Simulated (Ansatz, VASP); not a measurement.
## Two plane-wave programs on GaBiTe2Se

INCAR

```
  PREC = Accurate
  ENCUT = 600
  EDIFF = 1E-6
  ISMEAR = 0
  SIGMA = 0.1
  LREAL = False
  LASPH = True
  NELM = 80
  ALGO = Normal
  ISIF = 3
  LWAVE = False
  LCHARG = False
  GGA = PE
  IBRION = 2
  NSW = 100
  EDIFFG = -0.01
```

The input KPOINTS:

```
regular mesh
0
Gamma
  12 12 6
```

POSCAR

```
GaBiTe2Se
1.0
    5.3327854806      0.0000000000      0.0000000000
   -2.6663927403      4.6183276991      0.0000000000
    0.0000000000      0.0000000000      6.2955079161
Ga Bi Te Se
1 1 2 1
Direct
    0.3333333333      0.6666666667      0.5000000000
    0.6666666667      0.3333333333      0.0000000000
    0.6666666667      0.3333333333      0.5000000000
    0.3333333333      0.6666666667      0.0000000000
    0.0000000000      0.0000000000      0.5000000000
```

Input for Ansatz:

```yaml
crystal:
  lattice:
    - [5.3327854806, 0.0, 0.0]
    - [-2.6663927403, 4.6183276991, 0.0]
    - [0.0, 0.0, 6.2955079161]
  atoms:
    - { symbol: Ga, position: [0.3333333333, 0.6666666667, 0.5] }
    - { symbol: Bi, position: [0.6666666667, 0.3333333333, 0.0] }
    - { symbol: Te, position: [0.6666666667, 0.3333333333, 0.5] }
    - { symbol: Te, position: [0.3333333333, 0.6666666667, 0.0] }
    - { symbol: Se, position: [0.0, 0.0, 0.5] }
basis:
  ecutwfc: 420
kpoints:
  mp_grid: { grid: [12, 12, 6] }
hamiltonian:
  xc: pbe
scf:
  occupations: { method: gaussian, width: 0.1 }
output:
  forces: true
  stress: true
  eigenvalues: true
relax:
  adjacent_minimum: "off"
  f_tol: 0.01
  max_steps: 80
  cell: { stress_tol: 0.05 }
```

Alike in both runs: task relaxation of cell and atoms; functional PBE; k mesh 12 × 12 × 6; occupations gaussian, width 0.1 eV; no spin polarisation.

```csv
,VASP,Ansatz
version,VASP 6.6.1,Ansatz 0.2.0
potentials or method,"VASP PAW PBE potentials, release 64 (Ga_d, Bi_d, Te, Se), cutoff 600 eV","scalar-relativistic, plane waves, PAW"
valence electrons in the cell,46,76
```

Ansatz gave:

| Item | Value |
| --- | --- |
| gap on the k mesh at the Fermi level, each at its own relaxed structure (eV) | none |
| relaxed volume (Å³/atom) | 31.05 |
| relaxed length of the cell vector where the two differ most in proportion (Å) | 6.300 |

**Question.** What did VASP give for the same quantities?

**Answer.** gap on the k mesh at the Fermi level, each at its own relaxed structure (eV): none; relaxed volume (Å³/atom): 31.01; relaxed length of the cell vector where the two differ most in proportion (Å): 6.296.

A gap of «none» marks a metal or a gap that the smearing closes. VASP's potentials hold 46 valence electrons a cell and Ansatz's 76, so a difference there can come from the potentials and not from the codes.

Spin-orbit coupling is off throughout. Noted on VASP's run: the relaxation stopped at its first step, so nothing moved.
